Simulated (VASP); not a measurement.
# Ca (I4/mmm) in VASP: single point with PBE

Aim: the single point of Ca with PBE.

Program: VASP 6.6.1. These are calculated values, not measurements. Logs are shortened: lines on timing, memory, paths and dates and some standing lists are left out, and cuts for length are marked.

### 1 The cell of the first run

Symmetry: I4/mmm, No. 139, tetragonal system. Conventional cell: a = 4.110 Å, b = 4.110 Å, c = 5.588 Å, α = 90.00°, β = 90.00°, γ = 90.00°. Within 5.3 Å of Ca (site symmetry 4/mmm) lie 12 Ca at 4.03 to 4.11 Å.

### 2 Single point, PBE

The input, INCAR:

```
  PREC = Accurate
  ENCUT = 520
  EDIFF = 1E-7
  ISMEAR = -1
  SIGMA = 0.05
  LREAL = False
  LASPH = True
  NELM = 80
  ALGO = Normal
  ISIF = 2
  LWAVE = False
  LCHARG = False
  GGA = PE
  NBANDS = 11
```

The input, KPOINTS:

```
Automatic mesh
0
Gamma
  7 7 7
```

The input, POSCAR:

```
Ca
1.0
    0.0000000000      2.9059680000      2.7942000000
    2.9059680000      0.0000000000      2.7942000000
    2.9059680000      2.9059680000      0.0000000000
Ca
1
Direct
    0.0000000000      0.0000000000      0.0000000000
```

Potentials or basis: VASP PAW PBE potentials, release 64 (Ca_sv).

Run with:

```sh
> cat potpaw_PBE.64/Ca_sv/POTCAR > POTCAR
> mpirun -np 1 vasp_std > vasp.out
```

OUTCAR:

```text
PREC = Accurate
   ENCUT = 520
   EDIFF = 1E-7
   ISMEAR = -1
   LREAL = False
   LASPH = True
   NELM = 80
   ISIF = 2
   GGA = PE

 ion  position               nearest neighbor table
   1  0.000  0.000  0.000-

  LATTYP: Found a body centered tetragonal cell.
 ALAT       =     4.1096593574
 C/A-ratio  =     1.3598207331

  Lattice vectors:

 A1 = (   0.0000000000,  -2.9059680000,  -2.7942000000)
 A2 = (   0.0000000000,   2.9059680000,  -2.7942000000)
 A3 = (   2.9059680000,   0.0000000000,   2.7942000000)

Analysis of symmetry for initial positions (statically):
=====================================================================
 Subroutine PRICEL returns:
 Original cell was already a primitive cell.

 Routine SETGRP: Setting up the symmetry group for a
 body centered tetragonal supercell.

 Subroutine GETGRP returns: Found 16 space group operations
 (whereof 16 operations were pure point group operations)
 out of a pool of 16 trial point group operations.

The static configuration has the point symmetry D_4h.

Analysis of symmetry for dynamics (positions and initial velocities):
=====================================================================
 Subroutine PRICEL returns:
 Original cell was already a primitive cell.

 Routine SETGRP: Setting up the symmetry group for a
 body centered tetragonal supercell.

 Subroutine GETGRP returns: Found 16 space group operations
 (whereof 16 operations were pure point group operations)
 out of a pool of 16 trial point group operations.

The dynamic configuration has the point symmetry D_4h.

 Subroutine INISYM returns: Found 16 space group operations
 (whereof 16 operations are pure point group operations),
 and found     1 'primitive' translations

----------------------------------------------------------------------------------------

                                     Primitive cell

  volume of cell :      47.1921

  direct lattice vectors                    reciprocal lattice vectors
     0.000000000  2.905968000  2.794200000    -0.172059706  0.172059706  0.178942094
     2.905968000  0.000000000  2.794200000     0.172059706 -0.172059706  0.178942094
     2.905968000  2.905968000  0.000000000     0.172059706  0.172059706 -0.178942094

  length of vectors
     4.031402195  4.031402195  4.109659357     0.302041981  0.302041981  0.302041981

  position of ions in fractional coordinates (direct lattice)
     0.000000000  0.000000000  0.000000000

  ion indices of the primitive-cell ions
   primitive index   ion index
                 1           1

----------------------------------------------------------------------------------------

 KPOINTS: Automatic mesh

Automatic generation of k-mesh.
 Grid dimensions read from file:
 generate k-points for:    7    7    7

 Generating k-lattice:

  Cartesian coordinates                     Fractional coordinates (reciprocal lattice)
    -0.024579958  0.024579958  0.025563156     0.142857143  0.000000000  0.000000000
     0.024579958 -0.024579958  0.025563156     0.000000000  0.142857143  0.000000000
     0.024579958  0.024579958 -0.025563156     0.000000000  0.000000000  0.142857143

  Length of vectors
     0.043148854  0.043148854  0.043148854

  Shift w.r.t. Gamma in fractional coordinates (k-lattice)
     0.000000000  0.000000000  0.000000000

 Subroutine IBZKPT returns following result:
 ===========================================

 Found     40 irreducible k-points:

 Following reciprocal coordinates:
            Coordinates               Weight
  0.000000  0.000000  0.000000      1.000000
  0.142857  0.000000  0.000000      8.000000
  0.285714  0.000000  0.000000      8.000000
  0.428571  0.000000  0.000000      8.000000
  0.142857  0.142857  0.000000      2.000000
  0.285714  0.142857  0.000000      8.000000
[... 16 lines left out ...]
  0.428571  0.285714  0.142857      8.000000
 -0.428571  0.285714  0.142857     16.000000
 [... further k-points ...]
   k-points           NKPTS =     40   k-points in BZ     NKDIM =     40   number of bands    NBANDS=     11
   number of dos      NEDOS =    301   number of ions     NIONS =      1
   total plane-waves  NPLWV =  28800
   dimension x,y,z NGX =    30 NGY =   30 NGZ =   32
   dimension x,y,z NGXF=    60 NGYF=   60 NGZF=   64
   ions per type =               1
   NGX,Y,Z   is equivalent  to a cutoff of  12.37, 12.37, 12.94 a.u.
   NGXF,Y,Z  is equivalent  to a cutoff of  24.74, 24.74, 25.89 a.u.
 SYSTEM =  unknown system
   PREC   = accura    normal or accurate (medium, high low for compatibility)
   ISTART =      0    job   : 0-new  1-cont  2-samecut
   ICHARG =      2    charge: 1-file 2-atom 10-const
   ISPIN  =      1    spin polarized calculation?
   LNONCOLLINEAR =      F non collinear calculations
   LSORBIT =      F    spin-orbit coupling
   LASPH  =      T    aspherical Exc in radial PAW
   ENCUT  =  520.0 eV  38.22 Ry    6.18 a.u.   7.50  7.50  7.64*2*pi/ulx,y,z
   NELM   =     80;   NELMIN=  2; NELMDL= -5     # of ELM steps
   EDIFF  = 0.1E-06   stopping-criterion for ELM
   LREAL  =      F    real-space projection
   EDIFFG = 0.1E-05   stopping-criterion for IOM
   NSW    =      0    number of steps for IOM
   IBRION =     -1    ionic relax: 0-MD 1-quasi-New 2-CG
   NFREE  =      0    steps in history (QN), initial steepest desc. (CG)
   ISIF   =      2    stress and relaxation
   ISYM   =      2    0-nonsym 1-usesym 2-fastsym
   POTIM  = 0.5000    time-step for ionic-motion
   TEBEG  =    0.0;   TEEND  =   0.0 temperature during run
   PSTRESS=    0.0 pullay stress
   NELECT =      10.0000    total number of electrons
   NUPDOWN=      -1.0000    fix difference up-down
   EMIN   =  10.00;   EMAX   =-10.00  energy-range for DOS
   EFERMI =   0.00;   METHOD = LEGACY
   ISMEAR =    -1;   SIGMA  =   0.05  broadening in eV -4-tet -1-fermi 0-gaus
   EFERMI_NEDOS =   21; number of points for ismear=-14 and -15
   IALGO  =     38    algorithm
   IMIX   =      4    mixing-type and parameters
     AMIX     =   0.40;   BMIX     =  1.00
     AMIX_MAG =   1.60;   BMIX_MAG =  1.00
  volume/ion in A,a.u.               =      47.19       318.47
  Fermi-wavevector in a.u.,A,eV,Ry     =   0.976004  1.844381 12.960701  0.952585
  Thomas-Fermi vector in A             =   2.106589
   LORBIT       =      0    0 simple, 1 ext, 2 COOP (PROOUT), +10 PAW based schemes
   GGA     = PE    functional components
   LHFCALC =     F    Hartree Fock is set to
   AEXX    =    0.0000 exact exchange contribution
   IVDW    =     0    specifies the selected vdW correction
   LEPSILON=     F    determine dielectric tensor
   LRPA    =     F    only Hartree local field effects (RPA)
 non-spin polarized calculation
  energy-cutoff  :      520.00
  volume of cell :       47.19
 maximum number of plane-waves:      1287
 NGX is ok and might be reduce to    30
   NGX = 15   NGY = 15   NGZ = 15

 number of electron      10.0000000 magnetization

 Free energy of the ion-electron system (eV)
  ---------------------------------------------------
  ext. energy  EPLUGINS =         0.00000000
  ---------------------------------------------------
  free energy    TOTEN  =        -1.91320272 eV

  energy without entropy =       -1.90385838  energy(sigma->0) =       -1.90853055

 E-fermi :   1.5475     XC(G=0):  -7.3994

 val. band max:        1.4815822205   @ k =  -0.4286   0.1429   0.0000
 cond. band min:       1.6191838273   @ k =  -0.2857   0.4286   0.1429
 fundamental gap:      0.1376016068
 Fermi energy:         1.5475473750

 k-point     1 :       0.0000    0.0000    0.0000
  band No.  band energies     occupation
      1     -40.7541      2.00000
      2     -21.6814      2.00000
      3     -21.6814      2.00000
      4     -21.6783      2.00000
      5      -2.2884      2.00000
      6       3.6670      0.00000
      7       3.6670      0.00000
      8       3.8191      0.00000
      9       4.5456      0.00000
     10       4.7363      0.00000
     11      10.1963      0.00000

 k-point     2 :       0.1429    0.0000    0.0000
  band No.  band energies     occupation
      1     -40.7526      2.00000
      2     -21.6976      2.00000
      3     -21.6844      2.00000
      4     -21.6812      2.00000
      5      -1.9728      2.00000
      6       3.4012      0.00000
      7       3.7556      0.00000
      8       3.8760      0.00000
      9       4.4957      0.00000
     10       4.6506      0.00000
     11       9.8600      0.00000

 k-point     3 :       0.2857    0.0000    0.0000
  band No.  band energies     occupation
      1     -40.7493      2.00000
      2     -21.7359      2.00000
      3     -21.6910      2.00000
      4     -21.6857      2.00000
      5      -1.0826      2.00000
      6       2.6790      0.00000
      7       3.7121      0.00000
      8       3.8904      0.00000
      9       4.7338      0.00000
     10       4.7640      0.00000
     11       7.7066      0.00000

 k-point     4 :       0.4286    0.0000    0.0000
  band No.  band energies     occupation
      1     -40.7466      2.00000
      2     -21.7663      2.00000
      3     -21.6962      2.00000
      4     -21.6891      2.00000
      5       0.1647      2.00000
      6       1.6924      0.10457
      7       3.5467      0.00000
      8       3.7417      0.00000
      9       5.1318      0.00000
     10       5.1975      0.00000
     11       6.3161      0.00000
[... 239 lines left out ...]
 k-point    22 :      -0.1429   -0.0000    0.1429
  band No.  band energies     occupation
      1     -40.7505      2.00000
      2     -21.7172      2.00000
      3     -21.6944      2.00000
      4     -21.6832      2.00000
      5      -1.4543      2.00000
      6       3.0478      0.00000
      7       3.6614      0.00000
      8       4.0628      0.00000
      9       4.3114      0.00000
     10       4.8149      0.00000
     11       8.9843      0.00000

 k-point    23 :       0.4286    0.2857    0.1429
  band No.  band energies     occupation
      1     -40.7466      2.00000
      2     -21.7426      2.00000
      3     -21.7120      2.00000
      4     -21.6964      2.00000
      5      -0.2768      2.00000
      6       2.5154      0.00000
      7       3.2080      0.00000
      8       4.1831      0.00000
      9       4.4534      0.00000
     10       5.2737      0.00000
     11       7.5812      0.00000

 k-point    24 :      -0.4286    0.2857    0.1429
  band No.  band energies     occupation
      1     -40.7447      2.00000
      2     -21.7545      2.00000
      3     -21.7220      2.00000
      4     -21.7021      2.00000
      5       0.9035      1.99999
      6       1.8945      0.00194
      7       2.8538      0.00000
      8       4.0608      0.00000
      9       4.9730      0.00000
     10       5.5663      0.00000
     11       6.1789      0.00000

 [... further k-points ...]
[... 5 lines left out ...]
  --------------------------------------------------------------------------------------
  -------------------------------------------------------------------------------------
  Total       -0.5005342     -0.5005342     -0.4119672      0.0000000      0.0000000      0.0000000
  in kB      -16.9932022    -16.9932022    -13.9863410      0.0000000      0.0000000      0.0000000
  external PRESSURE =     -15.9909151 kB  Pullay stress =       0.0000000 kB

 VOLUME and BASIS-vectors are now :
 -----------------------------------------------------------------------------
  energy-cutoff  :      520.00
  volume of cell :       47.19
      direct lattice vectors                 reciprocal lattice vectors
     0.000000000  2.905968000  2.794200000    -0.172059706  0.172059706  0.178942094
     2.905968000  0.000000000  2.794200000     0.172059706 -0.172059706  0.178942094
     2.905968000  2.905968000  0.000000000     0.172059706  0.172059706 -0.178942094

 POSITION                                       TOTAL-FORCE (eV/Angst)
 -----------------------------------------------------------------------------------
      0.00000      0.00000      0.00000         0.000000      0.000000      0.000000
 -----------------------------------------------------------------------------------
    total drift:                                0.000000      0.000000      0.000000

  FREE ENERGIE OF THE ION-ELECTRON SYSTEM (eV)
  ---------------------------------------------------
  free  energy   TOTEN  =        -1.9132027198 eV

  energy  without entropy=       -1.9038583777  energy(sigma->0) =       -1.90853055
```

Wall time 19 s (1 thread of Intel Xeon 6975P-C, shared host); peak memory 0.17 GiB.

Results:

* Free energy: -1.9132 eV
* Pressure: -1.6 GPa
* Band gap on the k mesh: zero (band 5 reaches 1.69 eV, above the bottom of band 6 at 1.43 eV)

Stress tensor (GPa, compression positive):
```
-1.70  0.00  0.00
 0.00 -1.70  0.00
 0.00  0.00 -1.40
```

Levels at points of the mesh, in eV from the Fermi level:
| k point | band 1 | band 2 | band 3 | band 4 | band 5 | band 6 | band 7 | band 8 | band 9 | band 10 |
| --- | --- | --- | --- | --- | --- | --- | --- | --- | --- | --- |
| (0.00, 0.00, 0.00) | -42.30 | -23.23 | -23.23 | -23.23 | -3.84 | 2.12 | 2.12 | 2.27 | 3.00 | 3.19 |
